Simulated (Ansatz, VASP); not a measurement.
AgCl: VASP beside Ansatz

```xyz
2
Lattice="3.4624 0.0000 0.0000 0.0000 3.4624 0.0000 0.0000 0.0000 3.4624" Properties=species:S:1:pos:R:3 pbc="T T T"
Ag    0.0000    0.0000    0.0000
Cl    1.7312    1.7312    1.7312
```

Change from the starting cell: volume scaled by 1.025.

Alike in both runs: task single point; functional PBE; k mesh 9 × 9 × 9; occupations fermi-dirac, width 0.01 eV; no spin polarisation.

|  | VASP | Ansatz |
| --- | --- | --- |
| version | VASP 6.6.1 | Ansatz 0.2.0 |
| potentials or method | VASP PAW PBE potentials, release 64 (Ag, Cl), cutoff 520 eV | all-electron LAPW, scalar-relativistic |

Ansatz gave:

| Item | Value |
| --- | --- |
| gap on the k mesh at the Fermi level (eV) | 0.60 |
| pressure (GPa) | -1.2 |

Question: Which values does VASP return?

Answer: gap on the k mesh at the Fermi level (eV): 0.60; pressure (GPa): -1.3.

Ansatz ran all-electron here, and VASP with PAW potentials.
